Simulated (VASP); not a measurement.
Here is a VASP 6.6.1 calculation.

The input INCAR:

```
PREC = Accurate
ENCUT = 600
EDIFF = 1E-6
ISMEAR = 0
SIGMA = 0.01
LREAL = F
LASPH = T
NELM = 80
ALGO = Normal
ISIF = 3
LWAVE = F
LCHARG = F
GGA = CA
IBRION = 2
NSW = 80
EDIFFG = -0.002
```

Contents of KPOINTS:

```
Automatic mesh
0
Gamma
  6 6 4
```

The input POSCAR:

```
Ga2O3
1.0
    6.1070000000     -1.5185500000      0.0000000000
    6.1070000000      1.5185500000      0.0000000000
   -1.3859888959      0.0000000000      5.6300087380
Ga O
4 6
Direct
    0.0905000000      0.0905000000      0.7946000000
    0.9095000000      0.9095000000      0.2054000000
    0.6586600000      0.6586600000      0.3140200000
    0.3413400000      0.3413400000      0.6859800000
    0.1645000000      0.1645000000      0.1098000000
    0.8355000000      0.8355000000      0.8902000000
    0.1733000000      0.1733000000      0.5632000000
    0.8267000000      0.8267000000      0.4368000000
    0.4959000000      0.4959000000      0.2566000000
    0.5041000000      0.5041000000      0.7434000000
```

Potentials or basis: VASP PAW LDA potentials, release 64 (Ga_d, O).

Launch:

```sh
$ cat potpaw_LDA.64/Ga_d/POTCAR potpaw_LDA.64/O/POTCAR > POTCAR
$ mpirun -np 1 vasp_std > vasp.out
```

(1) What does it give for the relaxed cell?

(2) Predict the relaxed volume.

(3) Estimate the space group after relaxing (to 0.1 Å).

(4) Predict the band gap on the k mesh.

Answers

(1) a = 6.261 Å, b = 6.261 Å, c = 5.764 Å, α = 103.32°, β = 103.32°, γ = 27.95°.

(2) 10.29 Å³/atom.

(3) C2/m (No. 12).

(4) 2.46 eV (least direct gap 2.47 eV).
